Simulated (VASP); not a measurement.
# PtSe2 in VASP: notebook

The runs below take PtSe2 through single point, with PBE.

Everything below comes from runs of VASP 6.6.1. Logs are shortened: lines on timing, memory, paths and dates and some standing lists are left out, and cuts for length are marked.

## Step 1: The cell of the first run

The cell holds a sheet with vacuum, 3 atoms: a = 2.987 Å, b = 2.987 Å, c = 18.000 Å, α = 90.00°, β = 90.00°, γ = 120.00°.

## Step 2: Single point, PBE

INCAR

```
ALGO     = Normal         # electronic algorithm
DIPOL    = 0.5 0.5 0.500
EDIFF    = 1E-7           # SCF threshold, eV
ENCUT    = 520            # plane-wave cutoff, eV
GGA      = PE             # functional
IDIPOL   = 3            
ISIF     = 2              # what is computed and relaxed
ISMEAR   = 0              # smearing method
LASPH    = T              # aspherical terms in the spheres
LCHARG   = F              # write CHGCAR
LDIPOL   = T            
LREAL    = F              # projectors in reciprocal space
LWAVE    = F              # write WAVECAR
NBANDS   = 18             # bands
NELM     = 80             # most SCF steps
PREC     = Accurate       # precision mode
SIGMA    = 0.1            # smearing width, eV
```

KPOINTS

```
k-points
0
Gamma
  6 6 1
```

POSCAR

```
PtSe2
1.0
    2.9866648500      0.0000000000      0.0000000000
   -1.4933324300      2.5865277700      0.0000000000
    0.0000000000      0.0000000000     18.0000000000
Pt Se
1 2
Direct
    0.6666666700      0.3333333300      0.5000000000
    0.3333333300      0.6666666700      0.5843816600
    0.3333333300      0.6666666700      0.4156183400
```

Potentials or basis: VASP PAW PBE potentials, release 64 (Pt, Se).

Started as:

```
cat potpaw_PBE.64/Pt/POTCAR potpaw_PBE.64/Se/POTCAR > POTCAR
mpirun -np 1 vasp_std > vasp.out
```

OUTCAR:

```text
EDIFF = 1E-7
   ENCUT = 520
   GGA = PE
   ISIF = 2
   ISMEAR = 0
   LASPH = T
   LREAL = F
   NELM = 80
   PREC = Accurate

 ion  position               nearest neighbor table
   1  0.667  0.333  0.500-   2 2.30   3 2.30   2 2.30   3 2.30   2 2.30   3 2.30
   2  0.333  0.667  0.584-   1 2.30   1 2.30   1 2.30
   3  0.333  0.667  0.416-   1 2.30   1 2.30   1 2.30

  LATTYP: Found a hexagonal cell.
 ALAT       =     2.9866648500
 C/A-ratio  =     6.0267893801

  Lattice vectors:

 A1 = (   2.9866648500,   0.0000000000,   0.0000000000)
 A2 = (  -1.4933324300,   2.5865277700,   0.0000000000)
 A3 = (   0.0000000000,   0.0000000000,  18.0000000000)

Analysis of symmetry for initial positions (statically):
=====================================================================
 Subroutine PRICEL returns:
 Original cell was already a primitive cell.

 Routine SETGRP: Setting up the symmetry group for a
 hexagonal supercell.

 Subroutine GETGRP returns: Found 12 space group operations
 (whereof 12 operations were pure point group operations)
 out of a pool of 24 trial point group operations.

The static configuration has the point symmetry D_3h.

Analysis of symmetry for dynamics (positions and initial velocities):
=====================================================================
 Subroutine PRICEL returns:
 Original cell was already a primitive cell.

 Routine SETGRP: Setting up the symmetry group for a
 hexagonal supercell.

 Subroutine GETGRP returns: Found 12 space group operations
 (whereof 12 operations were pure point group operations)
 out of a pool of 24 trial point group operations.

The dynamic configuration has the point symmetry D_3h.

 Subroutine INISYM returns: Found 12 space group operations
 (whereof 12 operations are pure point group operations),
 and found     1 'primitive' translations

----------------------------------------------------------------------------------------

                                     Primitive cell

  volume of cell :     139.0516

  direct lattice vectors                    reciprocal lattice vectors
     2.986664850  0.000000000  0.000000000     0.334821632  0.193309350  0.000000000
    -1.493332430  2.586527770  0.000000000     0.000000000  0.386618698  0.000000000
     0.000000000  0.000000000 18.000000000     0.000000000  0.000000000  0.055555556

  length of vectors
     2.986664850  2.986664971 18.000000000     0.386618714  0.386618698  0.055555556

[... 71 lines left out ...]
   ISYM   =      2    0-nonsym 1-usesym 2-fastsym
   POTIM  = 0.5000    time-step for ionic-motion
   TEBEG  =    0.0;   TEEND  =   0.0 temperature during run
   PSTRESS=    0.0 pullay stress
   NELECT =      22.0000    total number of electrons
   NUPDOWN=      -1.0000    fix difference up-down
   EMIN   =  10.00;   EMAX   =-10.00  energy-range for DOS
   EFERMI =   0.00;   METHOD = LEGACY
   ISMEAR =     0;   SIGMA  =   0.10  broadening in eV -4-tet -1-fermi 0-gaus
   EFERMI_NEDOS =   21; number of points for ismear=-14 and -15
   IALGO  =     38    algorithm
   IMIX   =      4    mixing-type and parameters
     AMIX     =   0.40;   BMIX     =  1.00
     AMIX_MAG =   1.60;   BMIX_MAG =  1.00
  volume/ion in A,a.u.               =      46.35       312.79
  Fermi-wavevector in a.u.,A,eV,Ry     =   0.885436  1.673231 10.666917  0.783996
  Thomas-Fermi vector in A             =   2.006469
   LORBIT       =      0    0 simple, 1 ext, 2 COOP (PROOUT), +10 PAW based schemes
   GGA     = PE    functional components
   LHFCALC =     F    Hartree Fock is set to
   AEXX    =    0.0000 exact exchange contribution
   IVDW    =     0    specifies the selected vdW correction
   LEPSILON=     F    determine dielectric tensor
   LRPA    =     F    only Hartree local field effects (RPA)
 non-spin polarized calculation
 Gauss-broadening in eV      SIGMA  =   0.10
  energy-cutoff  :      520.00
  volume of cell :      139.05
 maximum number of plane-waves:      3823
 NGX is ok and might be reduce to    24
   NGX = 11   NGY = 11   NGZ = 67

 dipolmoment           0.000000      0.000000      0.000000 electrons x Angstroem

 number of electron      21.9999999 magnetization

 dipolmoment           0.000000      0.000000     -0.000000 electrons x Angstroem

 Free energy of the ion-electron system (eV)
  ---------------------------------------------------
  ext. energy  EPLUGINS =         0.00000000
  ---------------------------------------------------
  free energy    TOTEN  =        -8.80055453 eV

  energy without entropy =       -8.78769522  energy(sigma->0) =       -8.79412487

 E-fermi :   0.8616     XC(G=0):  -4.7021

 val. band max:        0.7875052265   @ k =   0.1667   0.0000   0.0000
 cond. band min:       0.9709113674   @ k =   0.3333   0.1667   0.0000
 fundamental gap:      0.1834061409
 Fermi energy:         0.8616488209

 k-point     1 :       0.0000    0.0000    0.0000
  band No.  band energies     occupation
      1     -17.8984      2.00000
      2     -15.7406      2.00000
      3      -9.2509      2.00000
      4      -6.1846      2.00000
      5      -6.1846      2.00000
      6      -5.2594      2.00000
[... 124 lines left out ...]
      5      -7.1374      2.00000
      6      -5.8431      2.00000
[... 10 lines left out ...]
     17       9.9236      0.00000
     18       9.9719      0.00000

------------------------ aborting loop because EDIFF is reached ----------------------------------------

 vacuum level on the upper side and lower side of the slab       (xc-potential included)        -0.103        -0.103

  FORCE on cell =-STRESS in cart. coord.  units (eV):
  Direction    XX          YY          ZZ          XY          YZ          ZX
  --------------------------------------------------------------------------------------
  -------------------------------------------------------------------------------------
  Total       25.6785077     25.6785104     23.5290116     -0.0000000      0.0000000     -0.0000000
  in kB      295.8722414    295.8722728    271.1053728     -0.0000006      0.0000000     -0.0000000
  external PRESSURE =     287.6166290 kB  Pullay stress =       0.0000000 kB

 VOLUME and BASIS-vectors are now :
 -----------------------------------------------------------------------------
  energy-cutoff  :      520.00
  volume of cell :      139.05
      direct lattice vectors                 reciprocal lattice vectors
     2.986664850  0.000000000  0.000000000     0.334821632  0.193309350  0.000000000
    -1.493332430  2.586527770  0.000000000     0.000000000  0.386618698  0.000000000
     0.000000000  0.000000000 18.000000000     0.000000000  0.000000000  0.055555556

 POSITION                                       TOTAL-FORCE (eV/Angst)
 -----------------------------------------------------------------------------------
      1.49333      0.86218      9.00000        -0.000000     -0.000000      0.000000
     -0.00000      1.72435     10.51887         0.000000      0.000000      7.749528
     -0.00000      1.72435      7.48113        -0.000000      0.000000     -7.749528
 -----------------------------------------------------------------------------------
    total drift:                                0.000006     -0.000005     -0.000000

  FREE ENERGIE OF THE ION-ELECTRON SYSTEM (eV)
  ---------------------------------------------------
  free  energy   TOTEN  =        -8.8005545253 eV

  energy  without entropy=       -8.7876952217  energy(sigma->0) =       -8.79412487

 vacuum level on the upper side and lower side of the slab         4.834         4.834
```

OSZICAR:

```text
N       E                     dE             d eps       ncg     rms          rms(c)
DAV:   1     0.166533066720E+03    0.16653E+03   -0.87525E+03   252   0.975E+02
DAV:   2     0.253134014066E+01   -0.16400E+03   -0.15610E+03   304   0.201E+02
DAV:   3    -0.924570904523E+01   -0.11777E+02   -0.11552E+02   332   0.588E+01
[... 14 lines left out ...]
DAV:  18    -0.880055093360E+01   -0.92131E-06   -0.50195E-08   278   0.153E-03    0.280E-04
DAV:  19    -0.880055359178E+01   -0.26582E-05   -0.55664E-08   224   0.791E-04    0.259E-04
DAV:  20    -0.880055406489E+01   -0.47310E-06   -0.51272E-09   234   0.219E-04    0.170E-04
DAV:  21    -0.880055448852E+01   -0.42364E-06   -0.96930E-09   210   0.219E-04    0.127E-04
DAV:  22    -0.880055452530E+01   -0.36781E-07   -0.73184E-10   236   0.830E-05
   1 F= -.88005545E+01 E0= -.87941249E+01  d E =-.128593E-01
```

It took 30 s on 1 thread of Intel Xeon Platinum 8259CL at 2.50GHz (Skylake/Cascade Lake), shared host; peak memory 0.26 GiB.

Results:

* Free energy: -8.8006 eV
* Largest force: 7.750 eV/Å
* Band gap on the k mesh: zero (band 11 reaches 2.64 eV, above the bottom of band 12 at 0.24 eV)

Forces on the atoms (eV/Å):
```
Pt   0.000  0.000  0.000
Se   0.000  0.000  7.750
Se   0.000  0.000 -7.750
```

Caveat: the k points lie up to 0.40 Å⁻¹ apart; spin-orbit coupling is left out, which moves the levels of the heavy elements.

## Step 3: Single point, PBE

INCAR

```
SYSTEM = PtSe2
ALGO     = Normal         ! electronic algorithm
DIPOL    = 0.5 0.5 0.500
EDIFF    = 1E-6           ! SCF threshold, eV
ENCUT    = 520            ! plane-wave cutoff, eV
GGA      = PE             ! functional
IDIPOL   = 3            
ISIF     = 2              ! what is computed and relaxed
ISMEAR   = 0              ! smearing method
LASPH    = .True.         ! aspherical terms in the spheres
LCHARG   = .False.        ! write CHGCAR
LDIPOL   = .True.       
LREAL    = .False.        ! projectors in reciprocal space
LWAVE    = .False.        ! write WAVECAR
NBANDS   = 18             ! bands
NELM     = 80             ! most SCF steps
PREC     = Accurate       ! precision mode
SIGMA    = 0.1            ! smearing width, eV
```

KPOINTS

```
k-points
0
Gamma
  6 6 1
  0 0 0
```

POSCAR is that of step 2.

Potentials or basis: VASP PAW PBE potentials, release 64 (Pt, Se).

Started as:

```
cat potpaw_PBE.64/Pt/POTCAR potpaw_PBE.64/Se/POTCAR > POTCAR
mpirun -np 1 vasp_std > vasp.out
```

Wall time 25 s (1 thread of Intel Xeon Platinum 8259CL at 2.50GHz (Skylake/Cascade Lake), shared host); peak memory 0.25 GiB.

It converged, with:

```
Free energy            : -8.8006 eV
Largest force          : 7.749 eV/Å
Band gap on the k mesh : zero (band 11 reaches 2.64 eV, above the bottom of band 12 at 0.24 eV)
```

Forces on the atoms (eV/Å):
```
Pt   0.000  0.000  0.000
Se   0.000  0.000  7.749
Se   0.000  0.000 -7.749
```

Levels at points of the mesh, in eV from the Fermi level:
```tsv
k point	band 9	band 10	band 11	band 12	band 13	band 14
(0.00, 0.00, 0.00)	-4.36	1.78	1.78	2.23	2.23	3.15
(0.50, 0.00, 0.00)	-3.77	-2.08	-1.78	1.44	2.07	2.34
```

Caveat: the k points lie up to 0.40 Å⁻¹ apart; spin-orbit coupling is left out, which moves the levels of the heavy elements.
